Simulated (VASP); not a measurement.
Input of a VASP 6.6.1 run:

File INCAR:

```
SYSTEM = ZnCu2
PREC = Accurate
ENCUT = 520
EDIFF = 1E-6
ISMEAR = -1
SIGMA = 0.1
LREAL = .FALSE.
LASPH = .TRUE.
NELM = 100
ALGO = Normal
ISIF = 2
LWAVE = .FALSE.
LCHARG = .FALSE.
LDIPOL = .TRUE.
IDIPOL = 3
DIPOL = 0.5 0.5 0.500
GGA = PE
NBANDS = 24
```

File KPOINTS:

```
regular mesh
0
G
  14 14 1
  0 0 0
```

POSCAR

```
ZnCu2
1.0
    2.5665139637      0.0000000000      0.0000000000
    0.0000000000      2.5665139637      0.0000000000
    0.0000000000      0.0000000000     19.6296000000
Cu Zn
2 1
Direct
    0.0000000000      0.0000000000      0.4099484592
    0.0000000000      0.0000000000      0.5900516344
    0.5000000000      0.5000000000      0.4999999064
```

Potentials or basis: VASP PAW PBE potentials, release 64 (Cu, Zn).

Command:

```bash
$ cat potpaw_PBE.64/Cu/POTCAR potpaw_PBE.64/Zn/POTCAR > POTCAR
$ mpirun -np 1 vasp_std > vasp.out
```

(1) What does it give for the band gap on the k mesh?

(2) Predict the largest force.

## Answers

(1) zero (band 17 reaches 0.53 eV, above the bottom of band 18 at -2.89 eV).

(2) 0.339 eV/Å.
